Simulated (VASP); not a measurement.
# Ga2O3 (C2/m) in VASP: single point with PBE

Aim: the single point of Ga2O3 with PBE.

Everything below comes from runs of VASP 6.6.1. Logs are shortened: lines on timing, memory, paths and dates and some standing lists are left out, and cuts for length are marked.

### Step 1. The cell of the first run

Symmetry: C2/m, No. 12, monoclinic system. The conventional cell has a = 12.214 Å, b = 3.037 Å, c = 5.798 Å, α = 90.00°, β = 103.83°, γ = 90.00°. Ga (site symmetry m) has 4 O at 1.84 to 1.87 Å within 2.4 Å. Ga (site symmetry m) has 6 O at 1.93 to 2.07 Å within 2.6 Å. O (site symmetry m) has 3 Ga at 1.84 to 1.95 Å within 2.4 Å. O (site symmetry m) has 4 Ga at 1.87 to 2.07 Å within 2.5 Å. O (site symmetry m) has 3 Ga at 1.84 to 1.93 Å within 2.4 Å.

### Step 2. Single point, PBE

Contents of INCAR:

```
SYSTEM = Ga2O3
PREC = Accurate
ENCUT = 520
EDIFF = 1E-7
ISMEAR = 0
SIGMA = 0.01
LREAL = .False.
LASPH = .True.
NELM = 100
ALGO = Normal
ISIF = 2
LWAVE = .False.
LCHARG = .False.
GGA = PE
NBANDS = 55
```

Contents of KPOINTS:

```
Automatic mesh
0
Gamma
  6 6 4
  0 0 0
```

Contents of POSCAR:

```
Ga2O3
1.0
    6.1070000000     -1.5185500000      0.0000000000
    6.1070000000      1.5185500000      0.0000000000
   -1.3859889000      0.0000000000      5.6300087400
Ga O
4 6
Direct
    0.0914598660      0.0914598660      0.7957077381
    0.9085401340      0.9085401340      0.2042922619
    0.6592288902      0.6592288902      0.3132795334
    0.3407711098      0.3407711098      0.6867204666
    0.1689990101      0.1689990101      0.1089626188
    0.8310009899      0.8310009899      0.8910373812
    0.1722131895      0.1722131895      0.5602008701
    0.8277868105      0.8277868105      0.4397991299
    0.4964456801      0.4964456801      0.2536350024
    0.5035543199      0.5035543199      0.7463649976
```

Potentials or basis: VASP PAW PBE potentials, release 64 (Ga_d, O).

Launch:

```console
cat potpaw_PBE.64/Ga_d/POTCAR potpaw_PBE.64/O/POTCAR > POTCAR
mpirun -np 1 vasp_std > vasp.out
```

OUTCAR:

```text
SYSTEM = Ga2O3
   PREC = Accurate
   ENCUT = 520
   EDIFF = 1E-7
   ISMEAR = 0
   LREAL = .False.
   LASPH = .True.
   NELM = 100
   ISIF = 2
   GGA = PE

 ion  position               nearest neighbor table
   1  0.091  0.091  0.796-   5 1.84  10 1.84  10 1.84   7 1.87
   2  0.909  0.909  0.204-   6 1.84   9 1.84   9 1.84   8 1.87
   3  0.659  0.659  0.313-   9 1.93   5 1.95   5 1.95   8 2.01   7 2.07   7 2.07
   4  0.341  0.341  0.687-  10 1.93   6 1.95   6 1.95   7 2.01   8 2.07   8 2.07
   5  0.169  0.169  0.109-   1 1.84   3 1.95   3 1.95
   6  0.831  0.831  0.891-   2 1.84   4 1.95   4 1.95
   7  0.172  0.172  0.560-   1 1.87   4 2.01   3 2.07   3 2.07
   8  0.828  0.828  0.440-   2 1.87   3 2.01   4 2.07   4 2.07
   9  0.496  0.496  0.254-   2 1.84   2 1.84   3 1.93
  10  0.504  0.504  0.746-   1 1.84   1 1.84   4 1.93

  LATTYP: Found a base centered monoclinic cell.
 ALAT       =    12.2140000000
 B/A-ratio  =     0.2486572785
 C/A-ratio  =     0.4747093502
 COS(beta)  =    -0.2390419102

  Lattice vectors:

 A1 = (   6.1070000000,  -1.5185500000,   0.0000000000)
 A2 = (   6.1070000000,   1.5185500000,   0.0000000000)
 A3 = (  -1.3859889000,   0.0000000000,   5.6300087400)

Analysis of symmetry for initial positions (statically):
=====================================================================
 Subroutine PRICEL returns:
 Original cell was already a primitive cell.

 Routine SETGRP: Setting up the symmetry group for a
 base centered monoclinic supercell.

 Subroutine GETGRP returns: Found  4 space group operations
 (whereof  4 operations were pure point group operations)
 out of a pool of  4 trial point group operations.

The static configuration has the point symmetry C_2h.

Analysis of symmetry for dynamics (positions and initial velocities):
=====================================================================
 Subroutine PRICEL returns:
 Original cell was already a primitive cell.

 Routine SETGRP: Setting up the symmetry group for a
 base centered monoclinic supercell.

 Subroutine GETGRP returns: Found  4 space group operations
 (whereof  4 operations were pure point group operations)
 out of a pool of  4 trial point group operations.

The dynamic configuration has the point symmetry C_2h.

 Subroutine INISYM returns: Found  4 space group operations
 (whereof  4 operations are pure point group operations),
 and found     1 'primitive' translations

[... 117 lines left out ...]
   ISYM   =      2    0-nonsym 1-usesym 2-fastsym
   POTIM  = 0.5000    time-step for ionic-motion
   TEBEG  =    0.0;   TEEND  =   0.0 temperature during run
   PSTRESS=    0.0 pullay stress
   NELECT =      88.0000    total number of electrons
   NUPDOWN=      -1.0000    fix difference up-down
   EMIN   =  10.00;   EMAX   =-10.00  energy-range for DOS
   EFERMI =   0.00;   METHOD = LEGACY
   ISMEAR =     0;   SIGMA  =   0.01  broadening in eV -4-tet -1-fermi 0-gaus
   EFERMI_NEDOS =   21; number of points for ismear=-14 and -15
   IALGO  =     38    algorithm
   IMIX   =      4    mixing-type and parameters
     AMIX     =   0.40;   BMIX     =  1.00
     AMIX_MAG =   1.60;   BMIX_MAG =  1.00
  volume/ion in A,a.u.               =      10.44        70.47
  Fermi-wavevector in a.u.,A,eV,Ry     =   1.546335  2.922150 32.533613  2.391153
  Thomas-Fermi vector in A             =   2.651586
   LORBIT       =      0    0 simple, 1 ext, 2 COOP (PROOUT), +10 PAW based schemes
   GGA     = PE    functional components
   LHFCALC =     F    Hartree Fock is set to
   AEXX    =    0.0000 exact exchange contribution
   IVDW    =     0    specifies the selected vdW correction
   LEPSILON=     F    determine dielectric tensor
   LRPA    =     F    only Hartree local field effects (RPA)
 non-spin polarized calculation
 Gauss-broadening in eV      SIGMA  =   0.01
  energy-cutoff  :      520.00
  volume of cell :      104.42
 maximum number of plane-waves:      2846
   NGX = 23   NGY = 23   NGZ = 21

 number of electron      88.0000014 magnetization

 Free energy of the ion-electron system (eV)
  ---------------------------------------------------
  ext. energy  EPLUGINS =         0.00000000
  ---------------------------------------------------
  free energy    TOTEN  =       -59.52106285 eV

  energy without entropy =      -59.52106285  energy(sigma->0) =      -59.52106285

 E-fermi :   3.9551     XC(G=0): -11.6550

 val. band max:        3.8941032578   @ k =   0.5000   0.5000   0.5000
 cond. band min:       6.2815216891   @ k =   0.0000   0.0000   0.0000
 fundamental gap:      2.3874184314
 Fermi energy:         3.9551357765

 k-point     1 :       0.0000    0.0000    0.0000
  band No.  band energies     occupation
      1     -15.0321      2.00000
      2     -13.8344      2.00000
      3     -13.8223      2.00000
      4     -13.7059      2.00000
      5     -13.2418      2.00000
      6     -13.2325      2.00000
[... 1381 lines left out ...]
     54      15.0456      0.00000
     55      15.5851      0.00000

 [... further k-points ...]

------------------------ aborting loop because EDIFF is reached ----------------------------------------

  FORCE on cell =-STRESS in cart. coord.  units (eV):
  Direction    XX          YY          ZZ          XY          YZ          ZX
  --------------------------------------------------------------------------------------
  -------------------------------------------------------------------------------------
  Total        5.6167563      6.1204538      5.9419834      0.0000000      0.0000000      0.1173408
  in kB       86.1787289     93.9070350     91.1687362      0.0000000      0.0000000      1.8003773
  external PRESSURE =      90.4181667 kB  Pullay stress =       0.0000000 kB

 VOLUME and BASIS-vectors are now :
 -----------------------------------------------------------------------------
  energy-cutoff  :      520.00
  volume of cell :      104.42
      direct lattice vectors                 reciprocal lattice vectors
     6.107000000 -1.518550000  0.000000000     0.081873260 -0.329261467  0.020155462
     6.107000000  1.518550000  0.000000000     0.081873260  0.329261467  0.020155462
    -1.385988900  0.000000000  5.630008740     0.000000000  0.000000000  0.177619618

 POSITION                                       TOTAL-FORCE (eV/Angst)
 -----------------------------------------------------------------------------------
      0.01425      0.00000      4.47984         0.003727      0.000000      0.006545
     10.81376      0.00000      1.15017        -0.003727      0.000000     -0.006545
      7.61762      0.00000      1.76377        -0.013085      0.000000     -0.006742
      3.21039      0.00000      3.86624         0.013085      0.000000      0.006742
      1.91313      0.00000      0.61346         0.020602      0.000000     -0.020709
      8.91488      0.00000      5.01655        -0.020602      0.000000      0.020709
      1.32698      0.00000      3.15394        -0.017104      0.000000      0.003818
      9.50103      0.00000      2.47607         0.017104      0.000000     -0.003818
      5.71205      0.00000      1.42797         0.001528      0.000000      0.004117
      5.11596      0.00000      4.20204        -0.001528      0.000000     -0.004117
 -----------------------------------------------------------------------------------
    total drift:                                0.000000     -0.000000     -0.000000

  FREE ENERGIE OF THE ION-ELECTRON SYSTEM (eV)
  ---------------------------------------------------
  free  energy   TOTEN  =       -59.5210628541 eV

  energy  without entropy=      -59.5210628541  energy(sigma->0) =      -59.52106285
```

OSZICAR:

```text
N       E                     dE             d eps       ncg     rms          rms(c)
DAV:   1     0.120700812652E+04    0.12070E+04   -0.39922E+04  6191   0.294E+03
DAV:   2     0.192944019220E+03   -0.10141E+04   -0.95074E+03  5306   0.812E+02
DAV:   3    -0.484069179983E+02   -0.24135E+03   -0.23453E+03  5910   0.258E+02
DAV:   4    -0.680461060346E+02   -0.19639E+02   -0.19416E+02  6421   0.792E+01
DAV:   5    -0.687393223380E+02   -0.69322E+00   -0.69182E+00  6677   0.152E+01    0.177E+01
DAV:   6    -0.593808648482E+02    0.93585E+01   -0.30516E+01  9459   0.622E+01    0.484E+00
DAV:   7    -0.595714915529E+02   -0.19063E+00   -0.34133E+00  5782   0.102E+01    0.348E+00
DAV:   8    -0.595594655864E+02    0.12026E-01   -0.57048E-01  7700   0.862E+00    0.143E+00
DAV:   9    -0.595187286447E+02    0.40737E-01   -0.17857E-01  7583   0.583E+00    0.227E-01
DAV:  10    -0.595206726899E+02   -0.19440E-02   -0.24170E-02  6582   0.108E+00    0.168E-01
DAV:  11    -0.595209729840E+02   -0.30029E-03   -0.25477E-03  6553   0.520E-01    0.735E-02
DAV:  12    -0.595210542629E+02   -0.81279E-04   -0.54639E-04  6902   0.364E-01    0.167E-02
DAV:  13    -0.595210623888E+02   -0.81259E-05   -0.97465E-05  7956   0.879E-02    0.754E-03
DAV:  14    -0.595210637066E+02   -0.13178E-05   -0.23547E-05  7579   0.549E-02    0.850E-03
DAV:  15    -0.595210628434E+02    0.86326E-06   -0.51020E-06  8176   0.222E-02    0.245E-03
DAV:  16    -0.595210628963E+02   -0.52882E-07   -0.13508E-06  5962   0.132E-02    0.114E-03
DAV:  17    -0.595210628541E+02    0.42155E-07   -0.19359E-07  4216   0.753E-03
   1 F= -.59521063E+02 E0= -.59521063E+02  d E =-.260490E-20
```

Run time: 17 min. Hardware: 1 thread of AMD EPYC, shared host; peak memory 0.4 GiB.

What came out:

```
Free energy            : -59.5211 eV
Pressure               : 9.0 GPa
Largest force          : 0.029 eV/Å
Band gap on the k mesh : 2.39 eV (least direct gap 2.40 eV)
```

Forces on the atoms (eV/Å):
```
Ga   0.004  0.000  0.007
Ga  -0.004  0.000 -0.007
Ga  -0.013  0.000 -0.007
Ga   0.013  0.000  0.007
O    0.021  0.000 -0.021
O   -0.021  0.000  0.021
O   -0.017  0.000  0.004
O    0.017  0.000 -0.004
O    0.002  0.000  0.004
O   -0.002  0.000 -0.004
```

Stress tensor (GPa, compression positive):
```
8.62 0.00 0.18
0.00 9.39 0.00
0.18 0.00 9.12
```

Caveat: the cell stands under pressure. A k mesh can miss the band edges.
